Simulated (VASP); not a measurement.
# MoS2 (Pm) in VASP: notebook

The runs below take MoS2 through single point, with PBE.

Everything below comes from runs of VASP 6.6.1. Logs are shortened: lines on timing, memory, paths and dates and some standing lists are left out, and cuts for length are marked.

## Step 1: The cell of the first run

Symmetry: Pm, No. 6, monoclinic system. The conventional cell has a = 3.186 Å, b = 14.510 Å, c = 3.186 Å, α = 90.00°, β = 120.00°, γ = 90.00°. Within 3.1 Å of Mo (site symmetry m) lie 6 S at 2.38 to 2.45 Å. Within 3.2 Å of Mo (site symmetry m) lie 6 S at 2.41 Å and 6 Mo at 3.19 Å. S (site symmetry 1) has 3 Mo at 2.41 Å and 7 S at 3.13 to 3.19 Å within 3.2 Å. S (site symmetry 1) has 3 Mo at 2.38 to 2.45 Å within 3.1 Å.

## Step 2: Single point, PBE (atom 1 (Mo) moved -0.050 Å towards its neighbour atom 1 (Mo) at 3.186 Å)

File INCAR:

```
SYSTEM = MoS2
PREC = Accurate
ENCUT = 520
EDIFF = 1E-6
ISMEAR = 0
SIGMA = 0.05
LREAL = .FALSE.
LASPH = .TRUE.
NELM = 60
ALGO = Normal
ISIF = 2
LWAVE = .FALSE.
LCHARG = .FALSE.
GGA = PE
NBANDS = 35
```

File KPOINTS:

```
Automatic mesh
0
G
  12 12 2
  0 0 0
```

File POSCAR:

```
MoS2
1.0
    3.1855822578      0.0000000000      0.0000000000
   -1.5927911289      2.7587951611      0.0000000000
    0.0000000000      0.0000000000     14.5104515858
Mo S
2 4
Direct
    0.3490290511      0.6823623844      0.2500000000
    0.6666666667      0.3333333333      0.7500000000
    0.3333333333      0.6666666667      0.6423151295
    0.6666666667      0.3333333333      0.1423151295
    0.3333333333      0.6666666667      0.8576848705
    0.6666666667      0.3333333333      0.3576848705
```

Potentials or basis: VASP PAW PBE potentials, release 64 (Mo_sv, S).

The run is started by

```
cat potpaw_PBE.64/Mo_sv/POTCAR potpaw_PBE.64/S/POTCAR > POTCAR
mpirun -np 1 vasp_std > vasp.out
```

OUTCAR:

```text
SYSTEM = MoS2
   PREC = Accurate
   ENCUT = 520
   EDIFF = 1E-6
   ISMEAR = 0
   LREAL = .FALSE.
   LASPH = .TRUE.
   NELM = 60
   ISIF = 2
   GGA = PE

 ion  position               nearest neighbor table
   1  0.349  0.682  0.250-   4 2.38   6 2.38   4 2.41   6 2.41   4 2.45   6 2.45
   2  0.667  0.333  0.750-   3 2.41   5 2.41   3 2.41   5 2.41   3 2.41   5 2.41
   3  0.333  0.667  0.642-   2 2.41   2 2.41   2 2.41
   4  0.667  0.333  0.142-   1 2.38   1 2.41   1 2.45
   5  0.333  0.667  0.858-   2 2.41   2 2.41   2 2.41
   6  0.667  0.333  0.358-   1 2.38   1 2.41   1 2.45

  LATTYP: Found a hexagonal cell.
 ALAT       =     3.1855822578
 C/A-ratio  =     4.5550390514

  Lattice vectors:

 A1 = (   3.1855822578,   0.0000000000,   0.0000000000)
 A2 = (  -1.5927911289,   2.7587951611,   0.0000000000)
 A3 = (   0.0000000000,   0.0000000000,  14.5104515858)

Analysis of symmetry for initial positions (statically):
=====================================================================
 Subroutine PRICEL returns:
 Original cell was already a primitive cell.

 Routine SETGRP: Setting up the symmetry group for a
 hexagonal supercell.

 Subroutine GETGRP returns: Found  2 space group operations
 (whereof  1 operations were pure point group operations)
 out of a pool of 24 trial point group operations.

The static configuration has the point symmetry C_1 .
 The point group associated with its full space group is C_1h.

Analysis of symmetry for dynamics (positions and initial velocities):
=====================================================================
 Subroutine PRICEL returns:
 Original cell was already a primitive cell.

 Routine SETGRP: Setting up the symmetry group for a
 hexagonal supercell.

 Subroutine GETGRP returns: Found  2 space group operations
 (whereof  1 operations were pure point group operations)
 out of a pool of 24 trial point group operations.

The dynamic configuration has the point symmetry C_1 .
 The point group associated with its full space group is C_1h.

 Subroutine INISYM returns: Found  2 space group operations
 (whereof  1 operations are pure point group operations),
 and found     1 'primitive' translations

----------------------------------------------------------------------------------------

                                     Primitive cell

  volume of cell :     127.5232

  direct lattice vectors                    reciprocal lattice vectors
     3.185582258  0.000000000  0.000000000     0.313914355  0.181238537  0.000000000
    -1.592791129  2.758795161  0.000000000     0.000000000  0.362477075  0.000000000
     0.000000000  0.000000000 14.510451586     0.000000000  0.000000000  0.068915843

  length of vectors
     3.185582258  3.185582258 14.510451586     0.362477075  0.362477075  0.068915843

  position of ions in fractional coordinates (direct lattice)
     0.349029051  0.682362384  0.250000000
     0.666666667  0.333333333  0.750000000
     0.333333333  0.666666667  0.642315129
     0.666666667  0.333333333  0.142315129
     0.333333333  0.666666667  0.857684871
     0.666666667  0.333333333  0.357684871

  ion indices of the primitive-cell ions
   primitive index   ion index
                 1           1
                 2           2
                 3           3
                 4           4
                 5           5
                 6           6

----------------------------------------------------------------------------------------

 KPOINTS: Automatic mesh

Automatic generation of k-mesh.
 Grid dimensions read from file:
 generate k-points for:   12   12    2

 Generating k-lattice:

  Cartesian coordinates                     Fractional coordinates (reciprocal lattice)
     0.026159530  0.015103211  0.000000000     0.083333333  0.000000000  0.000000000
     0.000000000  0.030206423  0.000000000     0.000000000  0.083333333  0.000000000
     0.000000000  0.000000000  0.034457921     0.000000000  0.000000000  0.500000000

  Length of vectors
     0.030206423  0.030206423  0.034457921

  Shift w.r.t. Gamma in fractional coordinates (k-lattice)
     0.000000000  0.000000000  0.000000000

 Subroutine IBZKPT returns following result:
 ===========================================

 Found    148 irreducible k-points:

 Following reciprocal coordinates:
            Coordinates               Weight
  0.000000  0.000000  0.000000      1.000000
  0.083333 -0.000000  0.000000      2.000000
  0.000000  0.083333  0.000000      2.000000
 -0.083333  0.083333  0.000000      2.000000
  0.166667 -0.000000  0.000000      2.000000
  0.000000  0.166667  0.000000      2.000000
[... 16 lines left out ...]
  0.166667  0.083333  0.000000      2.000000
 -0.083333  0.250000  0.000000      2.000000
 [... further k-points ...]
   k-points           NKPTS =    148   k-points in BZ     NKDIM =    148   number of bands    NBANDS=     35
   number of dos      NEDOS =    301   number of ions     NIONS =      6
   total plane-waves  NPLWV =  62208
   dimension x,y,z NGX =    24 NGY =   24 NGZ =  108
   dimension x,y,z NGXF=    48 NGYF=   48 NGZF=  216
   ions per type =               2   4
   NGX,Y,Z   is equivalent  to a cutoff of  12.52, 12.52, 12.37 a.u.
   NGXF,Y,Z  is equivalent  to a cutoff of  25.05, 25.05, 24.75 a.u.
 SYSTEM =  MoS2
   PREC   = accura    normal or accurate (medium, high low for compatibility)
   ISTART =      0    job   : 0-new  1-cont  2-samecut
   ICHARG =      2    charge: 1-file 2-atom 10-const
   ISPIN  =      1    spin polarized calculation?
   LNONCOLLINEAR =      F non collinear calculations
   LSORBIT =      F    spin-orbit coupling
   LASPH  =      T    aspherical Exc in radial PAW
   ENCUT  =  520.0 eV  38.22 Ry    6.18 a.u.   5.92  5.92 26.98*2*pi/ulx,y,z
   NELM   =     60;   NELMIN=  2; NELMDL= -5     # of ELM steps
   EDIFF  = 0.1E-05   stopping-criterion for ELM
   LREAL  =      F    real-space projection
   EDIFFG = 0.1E-04   stopping-criterion for IOM
   NSW    =      0    number of steps for IOM
   IBRION =     -1    ionic relax: 0-MD 1-quasi-New 2-CG
   NFREE  =      0    steps in history (QN), initial steepest desc. (CG)
   ISIF   =      2    stress and relaxation
   ISYM   =      2    0-nonsym 1-usesym 2-fastsym
   POTIM  = 0.5000    time-step for ionic-motion
   TEBEG  =    0.0;   TEEND  =   0.0 temperature during run
   PSTRESS=    0.0 pullay stress
   NELECT =      52.0000    total number of electrons
   NUPDOWN=      -1.0000    fix difference up-down
   EMIN   =  10.00;   EMAX   =-10.00  energy-range for DOS
   EFERMI =   0.00;   METHOD = LEGACY
   ISMEAR =     0;   SIGMA  =   0.05  broadening in eV -4-tet -1-fermi 0-gaus
   EFERMI_NEDOS =   21; number of points for ismear=-14 and -15
   IALGO  =     38    algorithm
   IMIX   =      4    mixing-type and parameters
     AMIX     =   0.40;   BMIX     =  1.00
     AMIX_MAG =   1.60;   BMIX_MAG =  1.00
  volume/ion in A,a.u.               =      21.25       143.43
  Fermi-wavevector in a.u.,A,eV,Ry     =   1.213984  2.294097 20.051675  1.473757
  Thomas-Fermi vector in A             =   2.349418
   LORBIT       =      0    0 simple, 1 ext, 2 COOP (PROOUT), +10 PAW based schemes
   GGA     = PE    functional components
   LHFCALC =     F    Hartree Fock is set to
   AEXX    =    0.0000 exact exchange contribution
   IVDW    =     0    specifies the selected vdW correction
   LEPSILON=     F    determine dielectric tensor
   LRPA    =     F    only Hartree local field effects (RPA)
 non-spin polarized calculation
 Gauss-broadening in eV      SIGMA  =   0.05
  energy-cutoff  :      520.00
  volume of cell :      127.52
 maximum number of plane-waves:      3466
   NGX = 11   NGY = 11   NGZ = 53

 number of electron      52.0000003 magnetization

 Free energy of the ion-electron system (eV)
  ---------------------------------------------------
  ext. energy  EPLUGINS =         0.00000000
  ---------------------------------------------------
  free energy    TOTEN  =       -43.69063638 eV

  energy without entropy =      -43.69063638  energy(sigma->0) =      -43.69063638

 E-fermi :   5.3487     XC(G=0):  -9.5839

 val. band max:        5.0321967227   @ k =   0.0000   0.0000   0.0000
 cond. band min:       6.4562563870   @ k =   0.3333   0.3333   0.0000
 fundamental gap:      1.4240596644
 Fermi energy:         5.3487490313

 k-point     1 :       0.0000    0.0000    0.0000
  band No.  band energies     occupation
      1     -56.0756      2.00000
      2     -56.0739      2.00000
      3     -30.2134      2.00000
      4     -30.2128      2.00000
      5     -30.0154      2.00000
      6     -30.0116      2.00000
[... 27 lines left out ...]
     34       7.8885      0.00000
     35      10.7052      0.00000

 k-point     2 :       0.0833   -0.0000    0.0000
  band No.  band energies     occupation
      1     -56.0731      2.00000
      2     -56.0714      2.00000
      3     -30.2085      2.00000
      4     -30.2079      2.00000
      5     -30.0368      2.00000
      6     -30.0306      2.00000
[... 27 lines left out ...]
     34       7.9476      0.00000
     35      11.1190      0.00000

 k-point     3 :       0.0000    0.0833    0.0000
  band No.  band energies     occupation
      1     -56.0731      2.00000
      2     -56.0714      2.00000
      3     -30.2084      2.00000
      4     -30.2079      2.00000
      5     -30.0402      2.00000
      6     -30.0368      2.00000
[... 27 lines left out ...]
     34       7.7633      0.00000
     35      11.1134      0.00000

 k-point     4 :      -0.0833    0.0833    0.0000
  band No.  band energies     occupation
      1     -56.0731      2.00000
      2     -56.0714      2.00000
      3     -30.2085      2.00000
      4     -30.2079      2.00000
      5     -30.0371      2.00000
      6     -30.0368      2.00000
[... 27 lines left out ...]
     34       7.8657      0.00000
     35      11.1176      0.00000

 k-point     5 :       0.1667   -0.0000    0.0000
  band No.  band energies     occupation
      1     -56.0664      2.00000
      2     -56.0647      2.00000
      3     -30.1954      2.00000
      4     -30.1945      2.00000
      5     -30.1052      2.00000
      6     -30.0978      2.00000
[... 638 lines left out ...]
 k-point    22 :      -0.1667    0.0833    0.0000
  band No.  band energies     occupation
      1     -56.0685      2.00000
      2     -56.0668      2.00000
      3     -30.1995      2.00000
      4     -30.1988      2.00000
      5     -30.0823      2.00000
      6     -30.0755      2.00000
[... 27 lines left out ...]
     34       8.2378      0.00000
     35      11.6330      0.00000

 k-point    23 :       0.1667    0.0833    0.0000
  band No.  band energies     occupation
      1     -56.0606      2.00000
      2     -56.0588      2.00000
      3     -30.1836      2.00000
      4     -30.1829      2.00000
      5     -30.1593      2.00000
      6     -30.1547      2.00000
[... 27 lines left out ...]
     34       8.6113      0.00000
     35      12.0595      0.00000

 k-point    24 :      -0.0833    0.2500    0.0000
  band No.  band energies     occupation
      1     -56.0606      2.00000
      2     -56.0587      2.00000
      3     -30.1829      2.00000
      4     -30.1828      2.00000
      5     -30.1651      2.00000
      6     -30.1593      2.00000
[... 27 lines left out ...]
     34       8.5552      0.00000
     35      12.0660      0.00000

 [... further k-points ...]

------------------------ aborting loop because EDIFF is reached ----------------------------------------

  FORCE on cell =-STRESS in cart. coord.  units (eV):
  Direction    XX          YY          ZZ          XY          YZ          ZX
  --------------------------------------------------------------------------------------
  -------------------------------------------------------------------------------------
  Total       -0.3168331      0.1944492     -0.0176418     -0.1537576      0.0000000      0.0000000
  in kB       -3.9806310      2.4430233     -0.2216488     -1.9317809      0.0000000      0.0000000
  external PRESSURE =      -0.5864188 kB  Pullay stress =       0.0000000 kB

 VOLUME and BASIS-vectors are now :
 -----------------------------------------------------------------------------
  energy-cutoff  :      520.00
  volume of cell :      127.52
      direct lattice vectors                 reciprocal lattice vectors
     3.185582258  0.000000000  0.000000000     0.313914355  0.181238537  0.000000000
    -1.592791129  2.758795161  0.000000000     0.000000000  0.362477075  0.000000000
     0.000000000  0.000000000 14.510451586     0.000000000  0.000000000  0.068915843

 POSITION                                       TOTAL-FORCE (eV/Angst)
 -----------------------------------------------------------------------------------
      0.02500      1.88250      3.62761        -0.481244     -0.852373      0.000000
      1.59279      0.91960     10.88284         0.000112      0.000186      0.000000
     -0.00000      1.83920      9.32028         0.000040      0.000080      0.015237
      1.59279      0.91960      2.06506         0.240526      0.426013     -0.012430
     -0.00000      1.83920     12.44539         0.000040      0.000080     -0.015237
      1.59279      0.91960      5.19017         0.240526      0.426013      0.012430
 -----------------------------------------------------------------------------------
    total drift:                               -0.000180     -0.000317      0.000000

  FREE ENERGIE OF THE ION-ELECTRON SYSTEM (eV)
  ---------------------------------------------------
  free  energy   TOTEN  =       -43.6906363766 eV

  energy  without entropy=      -43.6906363766  energy(sigma->0) =      -43.69063638
```

Run time: 7.7 min. Hardware: 1 thread of Intel Xeon Platinum 8259CL at 2.50GHz (Skylake/Cascade Lake), shared host; peak memory 0.6 GiB.

What came out:

* Free energy: -43.6906 eV
* Pressure: -0.1 GPa
* Largest force: 0.979 eV/Å
* Band gap on the k mesh: 1.42 eV, indirect (least direct gap 1.66 eV)

Forces on the atoms (eV/Å):
```
Mo  -0.481 -0.852  0.000
Mo   0.000  0.000  0.000
S    0.000  0.000  0.015
S    0.241  0.426 -0.012
S    0.000  0.000 -0.015
S    0.241  0.426  0.012
```

Stress tensor (GPa, compression positive):
```
-0.40 -0.19  0.00
-0.19  0.24  0.00
 0.00  0.00 -0.02
```

Caveat: the cell differs from its parent crystal (atom 1 (Mo) moved -0.050 Å towards its neighbour atom 1 (Mo) at 3.186 Å); this functional lacks dispersion, which binds the layers, so the pressure and a relaxed spacing across them are unreliable.

## Step 3: Single point, PBE (atom 1 (Mo) moved -0.100 Å towards its neighbour atom 1 (Mo) at 3.186 Å)

File INCAR:

```
SYSTEM = MoS2
ALGO = Normal
EDIFF = 1E-6
ENCUT = 520
GGA = PE
ISIF = 2
ISMEAR = 0
LASPH = .TRUE.
LCHARG = .TRUE.
LELF = .TRUE.
LREAL = .FALSE.
LVHAR = .TRUE.
LWAVE = .FALSE.
NBANDS = 35
NELM = 60
PREC = Accurate
SIGMA = 0.05
```

File KPOINTS:

```
k-points
0
G
  12 12 2
  0 0 0
```

Edit POSCAR of step 2 so:

```diff
@@ -8,3 +8,3 @@
 Direct
-    0.3490290511      0.6823623844      0.2500000000
+    0.3647247688      0.6980581022      0.2500000000
     0.6666666667      0.3333333333      0.7500000000
```

Potentials or basis: VASP PAW PBE potentials, release 64 (Mo_sv, S).

The run is started by

```
cat potpaw_PBE.64/Mo_sv/POTCAR potpaw_PBE.64/S/POTCAR > POTCAR
mpirun -np 1 vasp_std > vasp.out
```

Run time: 14 min. Hardware: 1 thread of Intel Xeon Platinum 8259CL at 2.50GHz (Skylake/Cascade Lake), shared host; peak memory 0.6 GiB.

It converged, with:

- Free energy: -43.6175 eV
- Pressure: 0.1 GPa
- Largest force: 1.946 eV/Å
- Band gap on the k mesh: 1.43 eV, indirect (least direct gap 1.64 eV)

Forces on the atoms (eV/Å):
```
Mo  -0.940 -1.704  0.000
Mo   0.000  0.000  0.000
S    0.000  0.000  0.015
S    0.470  0.852 -0.096
S    0.000  0.000 -0.015
S    0.470  0.852  0.096
```

Stress tensor (GPa, compression positive):
```
-0.58 -0.40  0.00
-0.40  0.71  0.00
 0.00  0.00  0.30
```

Levels at points of the mesh, in eV from the valence-band top:
```tsv
k point	band 22	band 23	band 24	band 25	band 26	band 27	band 28	band 29	band 30	band 31
(0.00, 0.00, 0.00)	-1.74	-1.64	-1.26	-0.45	0.00	2.01	2.52	2.52	2.52	2.77
(0.50, 0.00, 0.00)	-1.95	-1.32	-1.21	-0.87	-0.64	2.00	2.07	2.49	2.57	3.24
(0.00, 0.50, 0.00)	-2.11	-1.28	-1.21	-0.88	-0.86	1.93	2.00	2.48	2.54	3.54
(0.50, 0.50, 0.00)	-2.09	-1.43	-1.21	-0.87	-0.60	1.99	2.00	2.48	2.56	3.24
(0.00, 0.00, 0.50)	-1.74	-1.74	-1.26	-0.19	-0.18	2.01	2.52	2.52	2.53	2.77
(0.50, 0.00, 0.50)	-1.95	-1.31	-1.21	-0.86	-0.64	2.00	2.07	2.51	2.54	3.28
(0.00, 0.50, 0.50)	-2.11	-1.28	-1.21	-0.88	-0.86	1.93	2.00	2.51	2.51	3.63
(0.50, 0.50, 0.50)	-2.10	-1.43	-1.21	-0.86	-0.60	1.99	2.00	2.51	2.53	3.27
```

Caveat: the cell differs from its parent crystal (atom 1 (Mo) moved -0.100 Å towards its neighbour atom 1 (Mo) at 3.186 Å); this functional lacks dispersion, which binds the layers, so the pressure and a relaxed spacing across them are unreliable; forces of over 1 eV/Å act on the atoms, so gaps and moduli don't describe the material at rest. A k mesh can miss the band edges.
